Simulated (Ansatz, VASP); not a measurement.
## LuF4 in VASP and in Ansatz

Contents of INCAR:

```
PREC = Accurate
ENCUT = 600
EDIFF = 1E-6
ISMEAR = 0
SIGMA = 0.1
LREAL = False
LASPH = True
NELM = 60
ALGO = Normal
ISIF = 3
LWAVE = False
LCHARG = False
GGA = PE
IBRION = 2
NSW = 90
EDIFFG = -0.04
```

The input KPOINTS:

```
regular mesh
0
Gamma
  6 6 6
```

The input POSCAR:

```
LuF4
1.0
    2.9455268600      1.7006007300      2.6492363300
   -2.9455268600      1.7006007300      2.6492363300
    0.0000000000     -3.4012014600      2.6492363300
Lu F
1 4
Direct
    0.2063000000      0.2063000000      0.2063000000
    0.9687091700      0.9687091700      0.9687091700
    0.3077927300      0.7854021900      0.3077927300
    0.3077927300      0.3077927300      0.7854021900
    0.7854021900      0.3077927300      0.3077927300
```

Input for Ansatz:

```yaml
crystal:
  lattice:
    - [2.94552686, 1.70060073, 2.64923633]
    - [-2.94552686, 1.70060073, 2.64923633]
    - [0.0, -3.40120146, 2.64923633]
  atoms:
    - { symbol: Lu, position: [0.2063, 0.2063, 0.2063] }
    - { symbol: F, position: [0.96870917, 0.96870917, 0.96870917] }
    - { symbol: F, position: [0.30779273, 0.78540219, 0.30779273] }
    - { symbol: F, position: [0.30779273, 0.30779273, 0.78540219] }
    - { symbol: F, position: [0.78540219, 0.30779273, 0.30779273] }
basis:
  ecutwfc: 420
kpoints:
  mp_grid: { grid: [6, 6, 6] }
hamiltonian:
  xc: pbe
scf:
  occupations: { method: gaussian, width: 0.1 }
  lower_state_search: "off"
output:
  forces: true
  stress: true
  eigenvalues: true
relax:
  adjacent_minimum: "off"
  f_tol: 0.04
  max_steps: 70
  cell: { stress_tol: 0.4 }
```

Alike in both runs: task relaxation of cell and atoms; functional PBE; k mesh 6 × 6 × 6; occupations gaussian, width 0.1 eV; no spin polarisation.

```csv
,VASP,Ansatz
version,VASP 6.6.1,Ansatz 0.2.0
potentials or method,"VASP PAW PBE potentials, release 64 (Lu, F), cutoff 600 eV","scalar-relativistic, plane waves, PAW"
valence electrons in the cell,53,53
```

Ansatz gave:

- gap on the k mesh at the Fermi level, each at its own relaxed structure (eV): none
- relaxed volume (Å³/atom): 15.41
- relaxed cell length with the largest relative difference (Å): 4.295

**Question.** What did VASP give for the same quantities?

**Answer.** gap on the k mesh at the Fermi level, each at its own relaxed structure (eV): none; relaxed volume (Å³/atom): 15.50; relaxed cell length with the largest relative difference (Å): 4.302.

A gap of «none» marks a metal or a gap that the smearing closes.

Spin-orbit coupling is off throughout.
